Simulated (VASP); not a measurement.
# KBr in VASP: notebook

The runs below take KBr through single point, with r2SCAN.

Program: VASP 6.6.1. These are calculated values, not measurements. Logs are shortened: lines on timing, memory, paths and dates and some standing lists are left out, and cuts for length are marked.

**1. The cell of the first run**

It takes space group I4/mmm (No. 139, tetragonal). Conventional cell: a = 4.670 Å, b = 4.670 Å, c = 6.903 Å, α = 90.00°, β = 90.00°, γ = 90.00°. Within 4.3 Å of K (site symmetry 4/mmm) lie 6 Br at 3.30 to 3.45 Å. Within 4.3 Å of Br (site symmetry 4/mmm) lie 6 K at 3.30 to 3.45 Å.

**2. Single point, r2SCAN (uniaxial x strain +4.5%)**

Contents of POSCAR:

```
KBr
1.0
    0.0000000000      3.3022478201      3.3022478201
    3.4515094216      0.0000000000      3.3022478201
    3.4515094216      3.3022478201      0.0000000000
K Br
1 1
Direct
    0.0000000000      0.0000000000      0.0000000000
    0.5000000000      0.5000000000      0.5000000000
```

Contents of INCAR.step1:

```
PREC = Accurate
ENCUT = 520
ISMEAR = 0
SIGMA = 0.01
LREAL = F
LASPH = T
NELM = 60
NBANDS = 15
GGA = PE
ALGO = Normal
EDIFF = 1E-4
LWAVE = T
LCHARG = F
```

Contents of INCAR.step2:

```
PREC = Accurate
ENCUT = 520
EDIFF = 1E-7
ISMEAR = 0
SIGMA = 0.01
LREAL = F
LASPH = T
NELM = 60
ALGO = Normal
ISIF = 2
LWAVE = F
LCHARG = F
METAGGA = R2SCAN
LMIXTAU = T
NBANDS = 15
ISTART = 1
```

Contents of KPOINTS:

```
regular mesh
0
Gamma
  6 6 6
```

Potentials or basis: VASP PAW PBE potentials, release 64 (K_sv, Br).

Launch:

```
$ cat potpaw_PBE.64/K_sv/POTCAR potpaw_PBE.64/Br/POTCAR > POTCAR
$ cp INCAR.step1 INCAR
$ mpirun -np 1 vasp_std > vasp.out
$ cp INCAR.step2 INCAR
$ mpirun -np 1 vasp_std > vasp.out
```

OUTCAR:

```text
PREC = Accurate
   ENCUT = 520
   EDIFF = 1E-7
   ISMEAR = 0
   LREAL = F
   LASPH = T
   NELM = 60
   ISIF = 2
   METAGGA = R2SCAN
   ISTART = 1

 ion  position               nearest neighbor table
   1  0.000  0.000  0.000-   2 3.30   2 3.30   2 3.30   2 3.30
   2  0.500  0.500  0.500-   1 3.30   1 3.30   1 3.30   1 3.30

  LATTYP: Found a body centered tetragonal cell.
 ALAT       =     4.6700836535
 C/A-ratio  =     1.4781360154

  Lattice vectors:

 A1 = (   3.4515094216,   0.0000000000,   3.3022478201)
 A2 = (   3.4515094216,   0.0000000000,  -3.3022478201)
 A3 = (  -3.4515094216,   3.3022478201,   0.0000000000)

Analysis of symmetry for initial positions (statically):
=====================================================================
 Subroutine PRICEL returns:
 Original cell was already a primitive cell.

 Routine SETGRP: Setting up the symmetry group for a
 body centered tetragonal supercell.

 Subroutine GETGRP returns: Found 16 space group operations
 (whereof 16 operations were pure point group operations)
 out of a pool of 16 trial point group operations.

The static configuration has the point symmetry D_4h.

Analysis of symmetry for dynamics (positions and initial velocities):
=====================================================================
 Subroutine PRICEL returns:
 Original cell was already a primitive cell.

 Routine SETGRP: Setting up the symmetry group for a
 body centered tetragonal supercell.

 Subroutine GETGRP returns: Found 16 space group operations
 (whereof 16 operations were pure point group operations)
 out of a pool of 16 trial point group operations.

The dynamic configuration has the point symmetry D_4h.

 Subroutine INISYM returns: Found 16 space group operations
 (whereof 16 operations are pure point group operations),
 and found     1 'primitive' translations

----------------------------------------------------------------------------------------

                                     Primitive cell

  volume of cell :      75.2763

  direct lattice vectors                    reciprocal lattice vectors
     0.000000000  3.302247820  3.302247820    -0.144864156  0.151412016  0.151412016
     3.451509422  0.000000000  3.302247820     0.144864156 -0.151412016  0.151412016
     3.451509422  3.302247820  0.000000000     0.144864156  0.151412016 -0.151412016

  length of vectors
     4.670083654  4.776793690  4.776793690     0.258528182  0.258528182  0.258528182

  position of ions in fractional coordinates (direct lattice)
     0.000000000  0.000000000  0.000000000
     0.500000000  0.500000000  0.500000000

  ion indices of the primitive-cell ions
   primitive index   ion index
                 1           1
                 2           2

----------------------------------------------------------------------------------------

 KPOINTS: regular mesh

Automatic generation of k-mesh.
 Grid dimensions read from file:
 generate k-points for:    6    6    6

 Generating k-lattice:

  Cartesian coordinates                     Fractional coordinates (reciprocal lattice)
    -0.024144026  0.025235336  0.025235336     0.166666667  0.000000000  0.000000000
     0.024144026 -0.025235336  0.025235336     0.000000000  0.166666667 -0.000000000
     0.024144026  0.025235336 -0.025235336     0.000000000 -0.000000000  0.166666667

  Length of vectors
     0.043088030  0.043088030  0.043088030

  Shift w.r.t. Gamma in fractional coordinates (k-lattice)
     0.000000000  0.000000000  0.000000000

 Subroutine IBZKPT returns following result:
 ===========================================

 Found     30 irreducible k-points:

 Following reciprocal coordinates:
            Coordinates               Weight
  0.000000  0.000000  0.000000      1.000000
  0.166667  0.000000  0.000000      8.000000
  0.333333  0.000000  0.000000      8.000000
  0.500000  0.000000  0.000000      4.000000
  0.166667  0.166667  0.000000      4.000000
  0.333333  0.166667  0.000000     16.000000
[... 16 lines left out ...]
 -0.333333  0.500000  0.166667      4.000000
  0.333333 -0.333333  0.166667      8.000000
 [... further k-points ...]
   k-points           NKPTS =     30   k-points in BZ     NKDIM =     30   number of bands    NBANDS=     15
   number of dos      NEDOS =    301   number of ions     NIONS =      2
   total plane-waves  NPLWV =  46656
   dimension x,y,z NGX =    36 NGY =   36 NGZ =   36
   dimension x,y,z NGXF=    72 NGYF=   72 NGZF=   72
   ions per type =               1   1
   NGX,Y,Z   is equivalent  to a cutoff of  12.82, 12.53, 12.53 a.u.
   NGXF,Y,Z  is equivalent  to a cutoff of  25.63, 25.06, 25.06 a.u.
 SYSTEM =  unknown system
   PREC   = accura    normal or accurate (medium, high low for compatibility)
   ISTART =      1    job   : 0-new  1-cont  2-samecut
   ICHARG =      0    charge: 1-file 2-atom 10-const
   ISPIN  =      1    spin polarized calculation?
   LNONCOLLINEAR =      F non collinear calculations
   LSORBIT =      F    spin-orbit coupling
   LASPH  =      T    aspherical Exc in radial PAW
   ENCUT  =  520.0 eV  38.22 Ry    6.18 a.u.   8.68  8.88  8.88*2*pi/ulx,y,z
   NELM   =     60;   NELMIN=  2; NELMDL=  0     # of ELM steps
   EDIFF  = 0.1E-06   stopping-criterion for ELM
   LREAL  =      F    real-space projection
   EDIFFG = 0.1E-05   stopping-criterion for IOM
   NSW    =      0    number of steps for IOM
   IBRION =     -1    ionic relax: 0-MD 1-quasi-New 2-CG
   NFREE  =      0    steps in history (QN), initial steepest desc. (CG)
   ISIF   =      2    stress and relaxation
   ISYM   =      2    0-nonsym 1-usesym 2-fastsym
   POTIM  = 0.5000    time-step for ionic-motion
   TEBEG  =    0.0;   TEEND  =   0.0 temperature during run
   PSTRESS=    0.0 pullay stress
   NELECT =      16.0000    total number of electrons
   NUPDOWN=      -1.0000    fix difference up-down
   EMIN   =  10.00;   EMAX   =-10.00  energy-range for DOS
   EFERMI =   0.00;   METHOD = LEGACY
   ISMEAR =     0;   SIGMA  =   0.01  broadening in eV -4-tet -1-fermi 0-gaus
   EFERMI_NEDOS =   21; number of points for ismear=-14 and -15
   IALGO  =     38    algorithm
   IMIX   =      4    mixing-type and parameters
     AMIX     =   0.40;   BMIX     =  1.00
     AMIX_MAG =   1.60;   BMIX_MAG =  1.00
  volume/ion in A,a.u.               =      37.64       253.99
  Fermi-wavevector in a.u.,A,eV,Ry     =   0.977002  1.846266 12.987203  0.954533
  Thomas-Fermi vector in A             =   2.107665
   LORBIT       =      0    0 simple, 1 ext, 2 COOP (PROOUT), +10 PAW based schemes
   METAGGA = R2SCAN    functional components
   LHFCALC =     F    Hartree Fock is set to
   AEXX    =    0.0000 exact exchange contribution
   IVDW    =     0    specifies the selected vdW correction
   LEPSILON=     F    determine dielectric tensor
   LRPA    =     F    only Hartree local field effects (RPA)
 non-spin polarized calculation
 Gauss-broadening in eV      SIGMA  =   0.01
  energy-cutoff  :      520.00
  volume of cell :       75.28
 maximum number of plane-waves:      2076
   NGX = 17   NGY = 17   NGZ = 17

 number of electron      16.0000000 magnetization

 Free energy of the ion-electron system (eV)
  ---------------------------------------------------
  ext. energy  EPLUGINS =         0.00000000
  ---------------------------------------------------
  free energy    TOTEN  =       -23.23511162 eV

  energy without entropy =      -23.23511162  energy(sigma->0) =      -23.23511162

 E-fermi :  -2.2525     XC(G=0):  -7.5472

 val. band max:       -2.3184357246   @ k =   0.0000   0.0000   0.0000
 cond. band min:       2.6237216301   @ k =   0.0000   0.0000   0.0000
 fundamental gap:      4.9421573547
 Fermi energy:        -2.2524612202

 k-point     1 :       0.0000    0.0000    0.0000
  band No.  band energies     occupation
      1     -31.3043      2.00000
      2     -14.9992      2.00000
      3     -14.0133      2.00000
      4     -14.0043      2.00000
      5     -14.0043      2.00000
      6      -2.3341      2.00000
      7      -2.3184      2.00000
      8      -2.3184      2.00000
      9       2.6237      0.00000
     10       5.7339      0.00000
     11       5.9966      0.00000
     12       5.9966      0.00000
     13       6.7647      0.00000
     14       6.9571      0.00000
     15       9.6054      0.00000

 k-point     2 :       0.1667    0.0000    0.0000
  band No.  band energies     occupation
      1     -31.3032      2.00000
      2     -15.0466      2.00000
      3     -14.0139      2.00000
      4     -14.0044      2.00000
      5     -13.9412      2.00000
      6      -2.6495      2.00000
      7      -2.4070      2.00000
      8      -2.3965      2.00000
      9       3.2444      0.00000
     10       5.7033      0.00000
     11       6.1636      0.00000
     12       6.3125      0.00000
     13       7.1019      0.00000
     14       7.3088      0.00000
     15      10.5507      0.00000

 k-point     3 :       0.3333    0.0000    0.0000
  band No.  band energies     occupation
      1     -31.3011      2.00000
      2     -15.1278      2.00000
      3     -14.0181      2.00000
      4     -14.0044      2.00000
      5     -13.8248      2.00000
      6      -3.1784      2.00000
      7      -2.5536      2.00000
      8      -2.5446      2.00000
      9       4.3263      0.00000
     10       5.8820      0.00000
     11       7.0315      0.00000
     12       7.1675      0.00000
     13       7.9497      0.00000
     14       8.1934      0.00000
     15       9.7420      0.00000
[... 343 lines left out ...]
 k-point    23 :      -0.3333    0.5000    0.1667
  band No.  band energies     occupation
      1     -31.2987      2.00000
      2     -14.9894      2.00000
      3     -14.0662      2.00000
      4     -14.0499      2.00000
      5     -13.9299      2.00000
      6      -2.9750      2.00000
      7      -2.7916      2.00000
      8      -2.7587      2.00000
      9       4.7856      0.00000
     10       6.2318      0.00000
     11       6.5415      0.00000
     12       7.6095      0.00000
     13       8.5486      0.00000
     14       8.9771      0.00000
     15       9.6024      0.00000

 k-point    24 :       0.3333   -0.3333    0.1667
  band No.  band energies     occupation
      1     -31.2988      2.00000
      2     -15.0214      2.00000
      3     -14.0459      2.00000
      4     -14.0346      2.00000
      5     -13.9217      2.00000
      6      -3.0727      2.00000
      7      -2.8181      2.00000
      8      -2.6642      2.00000
      9       5.2992      0.00000
     10       5.6774      0.00000
     11       6.9712      0.00000
     12       7.5148      0.00000
     13       8.7124      0.00000
     14       8.8135      0.00000
     15       9.1193      0.00000

 [... further k-points ...]

------------------------ aborting loop because EDIFF is reached ----------------------------------------

  FORCE on cell =-STRESS in cart. coord.  units (eV):
  Direction    XX          YY          ZZ          XY          YZ          ZX
  --------------------------------------------------------------------------------------
  -------------------------------------------------------------------------------------
  Total       -0.5952487     -0.0766948     -0.0766948     -0.0000000      0.0000000      0.0000000
  in kB      -12.6692423     -1.6323672     -1.6323672     -0.0000000      0.0000000      0.0000000
  external PRESSURE =      -5.3113256 kB  Pullay stress =       0.0000000 kB

 VOLUME and BASIS-vectors are now :
 -----------------------------------------------------------------------------
  energy-cutoff  :      520.00
  volume of cell :       75.28
      direct lattice vectors                 reciprocal lattice vectors
     0.000000000  3.302247820  3.302247820    -0.144864156  0.151412016  0.151412016
     3.451509422  0.000000000  3.302247820     0.144864156 -0.151412016  0.151412016
     3.451509422  3.302247820  0.000000000     0.144864156  0.151412016 -0.151412016

 POSITION                                       TOTAL-FORCE (eV/Angst)
 -----------------------------------------------------------------------------------
      0.00000      0.00000      0.00000         0.000000      0.000000     -0.000000
      3.45151      3.30225      3.30225        -0.000000     -0.000000      0.000000
 -----------------------------------------------------------------------------------
    total drift:                                0.000000      0.000000      0.000000

  FREE ENERGIE OF THE ION-ELECTRON SYSTEM (eV)
  ---------------------------------------------------
  free  energy   TOTEN  =       -23.2351116166 eV

  energy  without entropy=      -23.2351116166  energy(sigma->0) =      -23.23511162
```

Wall time 88 s (1 thread of Intel Xeon Platinum 8488C (Sapphire Rapids), shared host); peak memory 0.23 GiB.

What came out:

```yaml
Free_energy: -23.2351 eV
Pressure: -0.5 GPa
Band_gap_on_the_k_mesh: 4.94 eV
```

Caveat: the cell differs from its parent crystal (uniaxial x strain +4.5%); the PAW data sets were made with another functional, which shifts forces and pressure a little.

(Continued in part 2 of 2.)
